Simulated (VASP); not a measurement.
# Ti (P6/mmm) in VASP: a series of runs

Aim: see how the results for Ti move with the level of theory and the settings. Levels: LDA, revPBE+D4, r2SCAN+rVV10, PBE. Tasks: single point.

All numbers are computed with VASP 6.6.1; they aren't measurements. Logs are shortened: lines on timing, memory, paths and dates and some standing lists are left out, and cuts for length are marked.

### 1 The cell of the first run

It takes space group P6/mmm (No. 191, hexagonal). Conventional cell: a = 4.567 Å, b = 4.567 Å, c = 2.826 Å, α = 90.00°, β = 90.00°, γ = 120.00°. Within 3.5 Å of Ti (site symmetry -6m2) lie 11 Ti at 2.64 to 2.99 Å. Ti (site symmetry 6/mmm) has 14 Ti at 2.83 to 2.99 Å within 3.7 Å.

### 2 Single point, LDA

INCAR

```
  ALGO = Normal
  EDIFF = 1E-7
  ENCUT = 520
  ISIF = 2
  ISMEAR = 0
  LASPH = True
  LCHARG = False
  LREAL = False
  LWAVE = False
  NBANDS = 25
  NELM = 100
  PREC = Accurate
  SIGMA = 0.05
```

KPOINTS

```
k-points
0
Gamma
  7 7 9
```

POSCAR

```
Ti
1.0
    4.5673748306      0.0000000000      0.0000000000
   -2.2836874153      3.9554626319      0.0000000000
    0.0000000000      0.0000000000      2.8262442700
Ti
3
Direct
    0.6666666667      0.3333333333      0.5000000000
    0.3333333333      0.6666666667      0.5000000000
    0.0000000000      0.0000000000      0.0000000000
```

Potentials or basis: VASP PAW LDA potentials, release 64 (Ti_sv).

Run with:

```
> cat potpaw_LDA.64/Ti_sv/POTCAR > POTCAR
> mpirun -np 1 vasp_std > vasp.out
```

OUTCAR:

```text
EDIFF = 1E-7
   ENCUT = 520
   ISIF = 2
   ISMEAR = 0
   LASPH = True
   LREAL = False
   NELM = 100
   PREC = Accurate

 ion  position               nearest neighbor table
   1  0.667  0.333  0.500-   2 2.64   2 2.64   2 2.64
   2  0.333  0.667  0.500-   1 2.64   1 2.64   1 2.64
   3  0.000  0.000  0.000-

  LATTYP: Found a hexagonal cell.
 ALAT       =     4.5673748306
 C/A-ratio  =     0.6187896494

  Lattice vectors:

 A1 = (   4.5673748306,   0.0000000000,   0.0000000000)
 A2 = (  -2.2836874153,   3.9554626319,   0.0000000000)
 A3 = (   0.0000000000,   0.0000000000,   2.8262442700)

Analysis of symmetry for initial positions (statically):
=====================================================================
 Subroutine PRICEL returns:
 Original cell was already a primitive cell.

 Routine SETGRP: Setting up the symmetry group for a
 hexagonal supercell.

 Subroutine GETGRP returns: Found 24 space group operations
 (whereof 24 operations were pure point group operations)
 out of a pool of 24 trial point group operations.

The static configuration has the point symmetry D_6h.

Analysis of symmetry for dynamics (positions and initial velocities):
=====================================================================
 Subroutine PRICEL returns:
 Original cell was already a primitive cell.

 Routine SETGRP: Setting up the symmetry group for a
 hexagonal supercell.

 Subroutine GETGRP returns: Found 24 space group operations
 (whereof 24 operations were pure point group operations)
 out of a pool of 24 trial point group operations.

The dynamic configuration has the point symmetry D_6h.

 Subroutine INISYM returns: Found 24 space group operations
 (whereof 24 operations are pure point group operations),
 and found     1 'primitive' translations

----------------------------------------------------------------------------------------

                                     Primitive cell

  volume of cell :      51.0592

  direct lattice vectors                    reciprocal lattice vectors
     4.567374831  0.000000000  0.000000000     0.218944150  0.126407464  0.000000000
    -2.283687415  3.955462632  0.000000000     0.000000000  0.252814928  0.000000000
     0.000000000  0.000000000  2.826244270     0.000000000  0.000000000  0.353826458

  length of vectors
     4.567374831  4.567374831  2.826244270     0.252814928  0.252814928  0.353826458

  position of ions in fractional coordinates (direct lattice)
     0.666666667  0.333333333  0.500000000
     0.333333333  0.666666667  0.500000000
     0.000000000  0.000000000  0.000000000

  ion indices of the primitive-cell ions
   primitive index   ion index
                 1           1
                 2           2
                 3           3

----------------------------------------------------------------------------------------

 KPOINTS: k-points

Automatic generation of k-mesh.
 Grid dimensions read from file:
 generate k-points for:    7    7    9

 Generating k-lattice:

  Cartesian coordinates                     Fractional coordinates (reciprocal lattice)
     0.031277736  0.018058209  0.000000000     0.142857143 -0.000000000  0.000000000
     0.000000000  0.036116418  0.000000000     0.000000000  0.142857143  0.000000000
     0.000000000  0.000000000  0.039314051     0.000000000  0.000000000  0.111111111

  Length of vectors
     0.036116418  0.036116418  0.039314051

  Shift w.r.t. Gamma in fractional coordinates (k-lattice)
     0.000000000  0.000000000  0.000000000

 Subroutine IBZKPT returns following result:
 ===========================================

 Found     40 irreducible k-points:

 Following reciprocal coordinates:
            Coordinates               Weight
  0.000000  0.000000  0.000000      1.000000
  0.142857  0.000000  0.000000      6.000000
  0.285714  0.000000  0.000000      6.000000
  0.428571  0.000000  0.000000      6.000000
  0.142857  0.142857  0.000000      6.000000
  0.285714  0.142857  0.000000     12.000000
[... 16 lines left out ...]
  0.428571  0.142857  0.222222     12.000000
  0.285714  0.285714  0.222222     12.000000
 [... further k-points ...]
   k-points           NKPTS =     40   k-points in BZ     NKDIM =     40   number of bands    NBANDS=     25
   number of dos      NEDOS =    301   number of ions     NIONS =      3
   total plane-waves  NPLWV =  31104
   dimension x,y,z NGX =    36 NGY =   36 NGZ =   24
   dimension x,y,z NGXF=    72 NGYF=   72 NGZF=   48
   ions per type =               3
   NGX,Y,Z   is equivalent  to a cutoff of  13.10, 13.10, 14.12 a.u.
   NGXF,Y,Z  is equivalent  to a cutoff of  26.21, 26.21, 28.23 a.u.
 SYSTEM =  unknown system
   PREC   = accura    normal or accurate (medium, high low for compatibility)
   ISTART =      0    job   : 0-new  1-cont  2-samecut
   ICHARG =      2    charge: 1-file 2-atom 10-const
   ISPIN  =      1    spin polarized calculation?
   LNONCOLLINEAR =      F non collinear calculations
   LSORBIT =      F    spin-orbit coupling
   LASPH  =      T    aspherical Exc in radial PAW
   ENCUT  =  520.0 eV  38.22 Ry    6.18 a.u.   8.49  8.49  5.25*2*pi/ulx,y,z
   NELM   =    100;   NELMIN=  2; NELMDL= -5     # of ELM steps
   EDIFF  = 0.1E-06   stopping-criterion for ELM
   LREAL  =      F    real-space projection
   EDIFFG = 0.1E-05   stopping-criterion for IOM
   NSW    =      0    number of steps for IOM
   IBRION =     -1    ionic relax: 0-MD 1-quasi-New 2-CG
   NFREE  =      0    steps in history (QN), initial steepest desc. (CG)
   ISIF   =      2    stress and relaxation
   ISYM   =      2    0-nonsym 1-usesym 2-fastsym
   POTIM  = 0.5000    time-step for ionic-motion
   TEBEG  =    0.0;   TEEND  =   0.0 temperature during run
   PSTRESS=    0.0 pullay stress
   NELECT =      36.0000    total number of electrons
   NUPDOWN=      -1.0000    fix difference up-down
   EMIN   =  10.00;   EMAX   =-10.00  energy-range for DOS
   EFERMI =   0.00;   METHOD = LEGACY
   ISMEAR =     0;   SIGMA  =   0.05  broadening in eV -4-tet -1-fermi 0-gaus
   EFERMI_NEDOS =   21; number of points for ismear=-14 and -15
   IALGO  =     38    algorithm
   IMIX   =      4    mixing-type and parameters
     AMIX     =   0.40;   BMIX     =  1.00
     AMIX_MAG =   1.60;   BMIX_MAG =  1.00
  volume/ion in A,a.u.               =      17.02       114.85
  Fermi-wavevector in a.u.,A,eV,Ry     =   1.457084  2.753489 28.886426  2.123092
  Thomas-Fermi vector in A             =   2.573926
   LORBIT       =      0    0 simple, 1 ext, 2 COOP (PROOUT), +10 PAW based schemes
   GGA     = CA    functional components
   LHFCALC =     F    Hartree Fock is set to
   AEXX    =    0.0000 exact exchange contribution
   IVDW    =     0    specifies the selected vdW correction
   LEPSILON=     F    determine dielectric tensor
   LRPA    =     F    only Hartree local field effects (RPA)
 non-spin polarized calculation
 Gauss-broadening in eV      SIGMA  =   0.05
  energy-cutoff  :      520.00
  volume of cell :       51.06
 maximum number of plane-waves:      1402
 NGX is ok and might be reduce to    36
   NGX = 17   NGY = 17   NGZ = 11

 number of electron      35.9999989 magnetization

 Free energy of the ion-electron system (eV)
  ---------------------------------------------------
  ext. energy  EPLUGINS =         0.00000000
  ---------------------------------------------------
  free energy    TOTEN  =       -25.62889008 eV

  energy without entropy =      -25.62553931  energy(sigma->0) =      -25.62721469

 E-fermi :   8.1864     XC(G=0): -11.8814

 val. band max:        8.1735915216   @ k =   0.2857   0.0000   0.1111
 cond. band min:       8.2167941315   @ k =   0.4286   0.1429   0.2222
 fundamental gap:      0.0432026099
 Fermi energy:         8.1864270239

 k-point     1 :       0.0000    0.0000    0.0000
  band No.  band energies     occupation
      1     -47.9907      2.00000
      2     -47.7210      2.00000
      3     -47.5457      2.00000
      4     -24.6971      2.00000
      5     -24.6971      2.00000
      6     -24.5813      2.00000
[... 17 lines left out ...]
     24       9.9939      0.00000
     25      10.0776      0.00000

 k-point     2 :       0.1429    0.0000    0.0000
  band No.  band energies     occupation
      1     -47.9878      2.00000
      2     -47.7158      2.00000
      3     -47.5542      2.00000
      4     -24.7510      2.00000
      5     -24.7329      2.00000
      6     -24.5263      2.00000
[... 17 lines left out ...]
     24       9.7201      0.00000
     25      10.4683      0.00000

 k-point     3 :       0.2857    0.0000    0.0000
  band No.  band energies     occupation
      1     -47.9813      2.00000
      2     -47.7001      2.00000
      3     -47.5771      2.00000
      4     -24.8204      2.00000
      5     -24.7336      2.00000
      6     -24.4543      2.00000
[... 17 lines left out ...]
     24      10.0747      0.00000
     25      10.9236      0.00000

 k-point     4 :       0.4286    0.0000    0.0000
  band No.  band energies     occupation
      1     -47.9764      2.00000
      2     -47.6791      2.00000
      3     -47.6035      2.00000
      4     -24.8606      2.00000
      5     -24.6825      2.00000
      6     -24.4358      2.00000
[... 17 lines left out ...]
     24      10.4273      0.00000
     25      10.6498      0.00000

 k-point     5 :       0.1429    0.1429    0.0000
  band No.  band energies     occupation
      1     -47.9831      2.00000
      2     -47.7051      2.00000
      3     -47.5701      2.00000
      4     -24.7742      2.00000
      5     -24.7706      2.00000
      6     -24.4884      2.00000
[... 17 lines left out ...]
     24       9.9310      0.00000
     25      10.8250      0.00000

 k-point     6 :       0.2857    0.1429    0.0000
  band No.  band energies     occupation
      1     -47.9776      2.00000
      2     -47.6845      2.00000
      3     -47.5968      2.00000
      4     -24.8159      2.00000
      5     -24.7340      2.00000
      6     -24.4972      2.00000
[... 17 lines left out ...]
     24      10.3997      0.00000
     25      10.6066      0.00000
[... 393 lines left out ...]
 k-point    21 :       0.1429    0.1429    0.2222
  band No.  band energies     occupation
      1     -47.9558      2.00000
      2     -47.6835      2.00000
      3     -47.5465      2.00000
      4     -24.7304      2.00000
      5     -24.7094      2.00000
      6     -24.5135      2.00000
[... 17 lines left out ...]
     24       9.9643      0.00000
     25      10.9168      0.00000

 k-point    22 :       0.2857    0.1429    0.2222
  band No.  band energies     occupation
      1     -47.9525      2.00000
      2     -47.6609      2.00000
      3     -47.5730      2.00000
      4     -24.7576      2.00000
      5     -24.7021      2.00000
      6     -24.5543      2.00000
[... 17 lines left out ...]
     24      10.3519      0.00000
     25      10.6659      0.00000

 k-point    23 :       0.4286    0.1429    0.2222
  band No.  band energies     occupation
      1     -47.9511      2.00000
      2     -47.6434      2.00000
      3     -47.5921      2.00000
      4     -24.7691      2.00000
      5     -24.6739      2.00000
      6     -24.5960      2.00000
[... 17 lines left out ...]
     24      10.5595      0.00000
     25      10.7651      0.00000

 k-point    24 :       0.2857    0.2857    0.2222
  band No.  band energies     occupation
      1     -47.9509      2.00000
      2     -47.6354      2.00000
      3     -47.6005      2.00000
      4     -24.7235      2.00000
      5     -24.6990      2.00000
      6     -24.6373      2.00000
[... 17 lines left out ...]
     24      10.7487      0.00000
     25      10.7740      0.00000

 [... further k-points ...]
[... 5 lines left out ...]
  --------------------------------------------------------------------------------------
  -------------------------------------------------------------------------------------
  Total       -2.6185902     -2.6185902     -2.4917356      0.0000000      0.0000000      0.0000000
  in kB      -82.1683336    -82.1683336    -78.1877830      0.0000000      0.0000000      0.0000000
  external PRESSURE =     -80.8414834 kB  Pullay stress =       0.0000000 kB

 VOLUME and BASIS-vectors are now :
 -----------------------------------------------------------------------------
  energy-cutoff  :      520.00
  volume of cell :       51.06
      direct lattice vectors                 reciprocal lattice vectors
     4.567374831  0.000000000  0.000000000     0.218944150  0.126407464  0.000000000
    -2.283687415  3.955462632  0.000000000     0.000000000  0.252814928  0.000000000
     0.000000000  0.000000000  2.826244270     0.000000000  0.000000000  0.353826458

 POSITION                                       TOTAL-FORCE (eV/Angst)
 -----------------------------------------------------------------------------------
      2.28369      1.31849      1.41312         0.000000      0.000000      0.000000
     -0.00000      2.63698      1.41312        -0.000000      0.000000     -0.000000
      0.00000      0.00000      0.00000        -0.000000      0.000000      0.000000
 -----------------------------------------------------------------------------------
    total drift:                                0.000000      0.000000     -0.000000

  FREE ENERGIE OF THE ION-ELECTRON SYSTEM (eV)
  ---------------------------------------------------
  free  energy   TOTEN  =       -25.6288900794 eV

  energy  without entropy=      -25.6255393076  energy(sigma->0) =      -25.62721469
```

It took 47 s on 1 thread of AMD EPYC 9R45 (Zen 5), shared host; peak memory 0.14 GiB.

Results:

| Item | Value |
| --- | --- |
| Free energy | -25.6289 eV |
| Pressure | -8.1 GPa |
| Band gap on the k mesh | zero (band 18 reaches 8.36 eV, above the bottom of band 19 at 8.10 eV) |

### 3 Single point, revPBE+D4 (volume scaled by 1.15)

INCAR

```
SYSTEM = Ti
ALGO = Normal
EDIFF = 1E-6
ENCUT = 520
GGA = RE
ISIF = 2
ISMEAR = 1
IVDW = 13
LASPH = .True.
LCHARG = .False.
LREAL = .False.
LWAVE = .False.
NBANDS = 25
NELM = 60
PREC = Accurate
SIGMA = 0.1
```

KPOINTS

```
k-points
0
Gamma
  7 7 9
  0 0 0
```

POSCAR

```
Ti
1.0
    4.7851909000      0.0000000000      0.0000000000
   -2.3925954500      4.1440968814      0.0000000000
    0.0000000000      0.0000000000      2.9610266000
Ti
3
Direct
    0.6666666667      0.3333333333      0.5000000000
    0.3333333333      0.6666666667      0.5000000000
    0.0000000000      0.0000000000      0.0000000000
```

Potentials or basis: VASP PAW PBE potentials, release 64 (Ti_sv).

Run with:

```
> cat potpaw_PBE.64/Ti_sv/POTCAR > POTCAR
> mpirun -np 1 vasp_std > vasp.out
```

Wall time 47 s (1 thread of AMD EPYC 9R45 (Zen 5), shared host); peak memory 0.16 GiB.

The run converged. Its results:

* Free energy: -23.1686 eV
* Pressure: -12.1 GPa
* Band gap on the k mesh: zero (band 18 reaches 7.28 eV, above the bottom of band 19 at 7.06 eV)
* Dispersion energy per atom: -0.272 eV

Stress tensor (GPa, compression positive):
```
-11.81   0.00   0.00
  0.00 -11.81   0.00
  0.00   0.00 -12.62
```

Levels at points of the mesh, in eV from the Fermi level:
```tsv
k point	band 15	band 16	band 17	band 18	band 19	band 20	band 21	band 22
(0.00, 0.00, 0.00)	-0.67	-0.67	-0.57	-0.57	-0.04	0.61	1.13	1.13
```

Caveat: the PAW data sets were made with another functional, which shifts forces and pressure a little; pairwise dispersion overbinds metals, which lowers pressure and volume.

### 4 Single point, r2SCAN+rVV10

POSCAR

```
Ti
1.0
    4.5673748306      0.0000000000      0.0000000000
   -2.2836874153      3.9554626319      0.0000000000
    0.0000000000      0.0000000000      2.8262442700
Ti
3
Direct
    0.6666666667      0.3333333333      0.5000000000
    0.3333333333      0.6666666667      0.5000000000
    0.0000000000      0.0000000000      0.0000000000
```

INCAR.step1

```
ALGO = Normal ; EDIFF = 1E-4
ENCUT = 520 ; GGA = PE
ISMEAR = 1 ; LASPH = T
LCHARG = F ; LREAL = F
LWAVE = T ; NBANDS = 25
NELM = 60 ; PREC = Accurate
SIGMA = 0.1
```

INCAR.step2

```
ALGO = Normal ; BPARAM = 11.95
CPARAM = 0.0093 ; EDIFF = 1E-6
ENCUT = 520 ; ISIF = 2
ISMEAR = 1 ; ISTART = 1
IVDW_NL = 2 ; LASPH = T
LCHARG = T ; LELF = T
LMIXTAU = T ; LREAL = F
LUSE_VDW = T ; LVHAR = T
LWAVE = F ; METAGGA = R2SCAN
NBANDS = 25 ; NELM = 60
PREC = Accurate ; SIGMA = 0.1
```

KPOINTS

```
k-points
0
Gamma
  7 7 9
```

Run with:

```
> cat potpaw_PBE.64/Ti_sv/POTCAR > POTCAR
> cp INCAR.step1 INCAR
> mpirun -np 1 vasp_std > vasp.out
> cp INCAR.step2 INCAR
> mpirun -np 1 vasp_std > vasp.out
```

It took 3.6 min on 1 thread of AMD EPYC 9R45 (Zen 5), shared host; peak memory 0.29 GiB.

It converged, with:

- Free energy: -38.0743 eV
- Pressure: -0.7 GPa
- Band gap on the k mesh: zero (band 18 reaches 8.69 eV, above the bottom of band 19 at 8.45 eV)

Stress tensor (GPa, compression positive):
```
-0.59  0.00  0.00
 0.00 -0.59  0.00
 0.00  0.00 -0.85
```

Levels at points of the mesh, in eV from the Fermi level:
```
           k point  band 15  band 16  band 17  band 18  band 19  band 20  band 21  band 22
(0.00, 0.00, 0.00)    -0.80    -0.80    -0.78    -0.78     0.02     0.82     1.44     1.44
```

Caveat: the PAW data sets were made with another functional, which shifts forces and pressure a little.

(Continued in part 2 of 2.)
